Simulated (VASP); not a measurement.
# Ni (Immm) in VASP: single point with PBEsol

Aim: the single point of Ni with PBEsol.

Everything below comes from runs of VASP 6.6.1. Logs are shortened: lines on timing, memory, paths and dates and some standing lists are left out, and cuts for length are marked.

## (1) The cell of the first run

The structure is orthorhombic, space group Immm (No. 71). The conventional cell has a = 2.360 Å, b = 2.641 Å, c = 3.536 Å, α = 90.00°, β = 90.00°, γ = 90.00°. Ni (site symmetry mmm) has 12 Ni at 2.36 to 2.64 Å within 3.1 Å.

## (2) Single point, PBEsol, collinear spin, ferromagnetic start (strain +0.1125 x Voigt [0, 0, 0, 1, 0, 0])

INCAR reads:

```
PREC = Accurate
ENCUT = 520
EDIFF = 1E-6
ISMEAR = 0
SIGMA = 0.15
LREAL = False
LASPH = True
NELM = 150
ALGO = Normal
ISIF = 2
LWAVE = False
LCHARG = False
ISPIN = 2
MAGMOM = 0.81
LORBIT = 11
LMAXMIX = 4
GGA = PS
NBANDS = 15
```

KPOINTS reads:

```
regular mesh
0
Gamma
  22 22 22
```

POSCAR reads:

```
Ni
1.0
    0.0000000000      1.8673971875      1.8673971875
    1.7679500000      0.0994471875      1.7679500000
    1.7679500000      1.7679500000      0.0994471875
Ni
1
Direct
    0.0000000000      0.0000000000      0.0000000000
```

Potentials or basis: VASP PAW PBE potentials, release 64 (Ni).

Command:

```sh
$ cat potpaw_PBE.64/Ni/POTCAR > POTCAR
$ mpirun -np 1 vasp_std > vasp.out
```

OUTCAR:

```text
PREC = Accurate
   ENCUT = 520
   EDIFF = 1E-6
   ISMEAR = 0
   LREAL = False
   LASPH = True
   NELM = 150
   ISIF = 2
   ISPIN = 2
   LORBIT = 11
   GGA = PS

 ion  position               nearest neighbor table
   1  0.000  0.000  0.000-

  LATTYP: Found a body centered orthorhombic cell.
 ALAT       =     2.3596193063
 B/A-ratio  =     1.1192052980
 C/A-ratio  =     1.4985044370

  Lattice vectors:

 A1 = (  -1.7679500000,   1.7679500000,   0.0994471875)
 A2 = (  -1.7679500000,  -1.7679500000,  -0.0994471875)
 A3 = (   1.7679500000,   0.0994471875,   1.7679500000)

Analysis of symmetry for initial positions (statically):
=====================================================================
 Subroutine PRICEL returns:
 Original cell was already a primitive cell.

 Routine SETGRP: Setting up the symmetry group for a
 body centered orthorhombic supercell.

 Subroutine GETGRP returns: Found  8 space group operations
 (whereof  8 operations were pure point group operations)
 out of a pool of  8 trial point group operations.

The static configuration has the point symmetry D_2h.

Analysis of symmetry for dynamics (positions and initial velocities):
=====================================================================
 Subroutine PRICEL returns:
 Original cell was already a primitive cell.

 Routine SETGRP: Setting up the symmetry group for a
 body centered orthorhombic supercell.

 Subroutine GETGRP returns: Found  8 space group operations
 (whereof  8 operations were pure point group operations)
 out of a pool of  8 trial point group operations.

The dynamic configuration has the point symmetry D_2h.

Analysis of structural, dynamic, and magnetic symmetry:
=====================================================================
 Subroutine PRICEL returns:
 Original cell was already a primitive cell.

 Routine SETGRP: Setting up the symmetry group for a
 body centered orthorhombic supercell.

 Subroutine GETGRP returns: Found  8 space group operations
 (whereof  8 operations were pure point group operations)
 out of a pool of  8 trial point group operations.

The overall configuration has the point symmetry D_2h.

 Subroutine INISYM returns: Found  8 space group operations
 (whereof  8 operations are pure point group operations),
 and found     1 'primitive' translations

----------------------------------------------------------------------------------------

                                     Primitive cell

  volume of cell :      11.0170

[... 117 lines left out ...]
 spin polarized calculation
 Gauss-broadening in eV      SIGMA  =   0.15
  energy-cutoff  :      520.00
  volume of cell :       11.02
 maximum number of plane-waves:       308
   NGX =  9   NGY =  9   NGZ =  9

 number of electron      10.0000002 magnetization       0.6241475

 Free energy of the ion-electron system (eV)
  ---------------------------------------------------
  ext. energy  EPLUGINS =         0.00000000
  ---------------------------------------------------
  free energy    TOTEN  =        -6.06813309 eV

  energy without entropy =       -6.04816584  energy(sigma->0) =       -6.05814947

 E-fermi :   8.9963     XC(G=0): -13.3533

 val. band max:        8.9961206145   @ k =  -0.4091  -0.2727   0.0909
 cond. band min:       8.9963802218   @ k =  -0.4091   0.2727   0.1818
 fundamental gap:      0.0002596073
 Fermi energy:         8.9962914079

 spin component 1

 k-point     1 :       0.0000    0.0000    0.0000
  band No.  band energies     occupation
      1       0.0461      1.00000
      2       6.2858      1.00000
      3       6.4206      1.00000
      4       6.9950      1.00000
      5       7.8156      1.00000
      6       7.8926      1.00000
      7      31.6738      0.00000
      8      33.6770      0.00000
      9      36.9431      0.00000
     10      37.4301      0.00000
     11      38.4308      0.00000
     12      39.2795      0.00000
     13      41.7871      0.00000
     14      43.3314      0.00000
[... 403 lines left out ...]
      4       7.6878      1.00000
      5       8.3210      1.00000
      6       8.9750      0.57949
      7      13.8912      0.00000
      8      31.1052      0.00000
      9      33.5508      0.00000
     10      34.7591      0.00000
     11      37.3702      0.00000
     12      39.2081      0.00000
     13      43.9635      0.00000
     14      50.6883      0.00000
     15      54.1108      0.00000

 [... further k-points ...]

 spin component 2

 k-point     1 :       0.0000    0.0000    0.0000
  band No.  band energies     occupation
      1       0.0341      1.00000
      2       7.0009      1.00000
      3       7.1227      1.00000
      4       7.7321      1.00000
      5       8.4459      1.00000
      6       8.4786      1.00000
      7      31.5855      0.00000
      8      33.6945      0.00000
      9      37.0858      0.00000
     10      37.4016      0.00000
     11      38.5244      0.00000
     12      39.2706      0.00000
     13      41.8827      0.00000
     14      43.2543      0.00000
[... 403 lines left out ...]
      4       7.9092      1.00000
      5       8.9892      0.52654
      6       9.5015      0.00000
      7      14.3314      0.00000
      8      31.0563      0.00000
      9      33.5998      0.00000
     10      34.8476      0.00000
     11      37.4492      0.00000
     12      39.2420      0.00000
     13      44.0829      0.00000
     14      50.7659      0.00000
     15      55.1777      0.00000

 [... further k-points ...]
[... 5 lines left out ...]
  --------------------------------------------------------------------------------------
  -------------------------------------------------------------------------------------
  Total       -0.8810715     -0.5353837     -0.5353837      0.0000000     -0.9289815      0.0000000
  in kB     -128.1321451    -77.8595852    -77.8595852      0.0000000   -135.0995969      0.0000000
  external PRESSURE =     -94.6171052 kB  Pullay stress =       0.0000000 kB

 VOLUME and BASIS-vectors are now :
 -----------------------------------------------------------------------------
  energy-cutoff  :      520.00
  volume of cell :       11.02
      direct lattice vectors                 reciprocal lattice vectors
     0.000000000  1.867397187  1.867397187    -0.282813428  0.267752358  0.267752358
     1.767950000  0.099447188  1.767950000     0.282813428 -0.299669857  0.299669857
     1.767950000  1.767950000  0.099447188     0.282813428  0.299669857 -0.299669857

 POSITION                                       TOTAL-FORCE (eV/Angst)
 -----------------------------------------------------------------------------------
      0.00000      0.00000      0.00000         0.000000      0.000000     -0.000000
 -----------------------------------------------------------------------------------
    total drift:                                0.000000      0.000000      0.000000

  FREE ENERGIE OF THE ION-ELECTRON SYSTEM (eV)
  ---------------------------------------------------
  free  energy   TOTEN  =        -6.0681330948 eV

  energy  without entropy=       -6.0481658369  energy(sigma->0) =       -6.05814947

 total charge

# of ion       s       p       d       tot
------------------------------------------
    1        0.499   0.493   8.312   9.305

 magnetization (x)

# of ion       s       p       d       tot
------------------------------------------
    1       -0.006  -0.023   0.663   0.634
```

It took 6.9 min on 1 thread of Intel Xeon Platinum 8259CL at 2.50GHz (Skylake/Cascade Lake), shared host; peak memory 0.45 GiB.

What came out:

```yaml
Free_energy: -6.0681 eV
Pressure: -9.5 GPa
Net_moment: 0.62 μB per cell
Site_moments: Ni +0.63 μB
Valence_electrons_inside_the_program's_atomic_spheres: Ni 9.30
```

Caveat: the cell differs from its parent crystal (strain +0.1125 x Voigt [0, 0, 0, 1, 0, 0]); the PAW data sets were made with another functional, which shifts forces and pressure a little.
